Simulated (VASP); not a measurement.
Input of a VASP 6.6.1 run:

File INCAR:

```
PREC = Accurate
ENCUT = 600
EDIFF = 1E-6
ISMEAR = 0
SIGMA = 0.1
LREAL = False
LASPH = True
NELM = 80
ALGO = Normal
ISIF = 3
LWAVE = False
LCHARG = False
GGA = PE
IBRION = 2
NSW = 90
EDIFFG = -0.04
```

Contents of KPOINTS:

```
regular mesh
0
Gamma
  4 4 4
```

The input POSCAR:

```
Zr4B
1.0
    4.1945384200      0.0000000000      0.0000000000
    0.0000000000      4.1945384200      0.0000000000
    0.0000000000      0.0000000000      4.1945384200
Zr B
4 1
Direct
    0.5000000000      0.0000000000      0.0000000000
    0.0000000000      0.5000000000      0.0000000000
    0.0000000000      0.0000000000      0.5000000000
    0.5000000000      0.5000000000      0.5000000000
    0.0000000000      0.0000000000      0.0000000000
```

Potentials or basis: VASP PAW PBE potentials, release 64 (Zr_sv, B).

Command:

```bash
$ cat potpaw_PBE.64/Zr_sv/POTCAR potpaw_PBE.64/B/POTCAR > POTCAR
$ mpirun -np 1 vasp_std > vasp.out
```

Question: What does it give for the relaxed volume?

Answer: 20.76 Å³/atom.

Question: Estimate the relaxed cell.

Answer: a = 4.699 Å, b = 4.699 Å, c = 4.699 Å, α = 90.00°, β = 90.00°, γ = 90.00°.

Question: Estimate the space group after relaxing (to 0.05 Å).

Answer: Pm-3m (No. 221).

Final structure:
```
Zr B
1.0
     4.69933    0.00000    0.00000
     0.00000    4.69933    0.00000
     0.00000    0.00000    4.69933
Zr B
4 1
Cartesian
  2.3497 0.0000 0.0000
  0.0000 2.3497 0.0000
  0.0000 0.0000 2.3497
  2.3497 2.3497 2.3497
  0.0000 0.0000 0.0000
```

Caveat: the k points lie up to 0.33 Å⁻¹ apart in the final cell; the volume moved by over 15 % at a fixed basis, so the end points are rough.
